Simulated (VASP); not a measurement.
# Cu2GeCl4: single point with PBEsol

Crystal: Cu2GeCl4.

```xyz
7
Lattice="-2.5462 2.5462 5.8267 2.5462 -2.5462 5.8267 2.5462 2.5462 -5.8267" Properties=species:S:1:pos:R:3 pbc="T T T"
Cu    0.0000    0.0000    6.9966
Cu    0.0000    0.0000    4.6567
Ge    0.0000    0.0000    0.0000
Cl    2.5462    0.0000    0.0000
Cl    0.0000    2.5462    0.0000
Cl    0.0000    0.0000    9.1455
Cl    0.0000    0.0000    2.5078
```

```yaml
Program: VASP 6.6.1
Task: single point
Functional: PBEsol
Potentials_or_basis: VASP PAW PBE potentials, release 64 (Cu, Ge_d, Cl)
Cutoff: 520 eV
k_mesh: 6 × 6 × 6
Occupations: fermi-dirac, width 0.03 eV
Spin: no spin polarisation
```

- Pressure: 0.0 GPa
- Largest force: 0.009 eV/Å
- Band gap on the k mesh: zero (band 32 reaches 3.13 eV, above the bottom of band 33 at 2.48 eV)

Forces in eV/Å, atoms in the order of the input:
```
Cu   0.000  0.000  0.009
Cu   0.000  0.000 -0.009
Ge   0.000  0.000  0.000
Cl   0.000  0.000  0.000
Cl   0.000  0.000  0.000
Cl   0.000  0.000  0.007
Cl   0.000  0.000 -0.007
```

Stress tensor (GPa, compression positive):
```
-0.05  0.00  0.00
 0.00 -0.05  0.00
 0.00  0.00  0.03
```

Levels at points of the mesh, in eV from the Fermi level:
| k point | band 29 | band 30 | band 31 | band 32 | band 33 | band 34 | band 35 | band 36 |
| --- | --- | --- | --- | --- | --- | --- | --- | --- |
| (0.00, 0.00, 0.00) | -0.81 | -0.76 | -0.76 | -0.36 | -0.35 | 3.45 | 5.41 | 5.72 |
| (0.50, 0.00, 0.00) | -0.93 | -0.75 | -0.70 | -0.35 | 1.50 | 2.27 | 4.00 | 5.09 |
| (0.50, 0.50, 0.00) | -0.67 | -0.66 | -0.57 | 0.31 | 1.38 | 1.48 | 2.25 | 3.47 |
| (0.50, 0.50, 0.50) | -0.82 | -0.72 | -0.72 | -0.65 | -0.10 | 3.67 | 4.86 | 4.86 |

It took 6 min on 1 thread of Intel(R) Xeon(R) Platinum 8488C (Sapphire Rapids) (shared host), peak memory 0.48 GiB.

Caveat: the PAW data sets were made with another functional, which shifts forces and pressure a little; semilocal functionals often make such compounds metallic where correlation or magnetic order opens a gap, which also shifts bond lengths. With open d or f shells a metallic result of PBEsol can be an artefact of self-interaction; +U or a hybrid may open a gap.
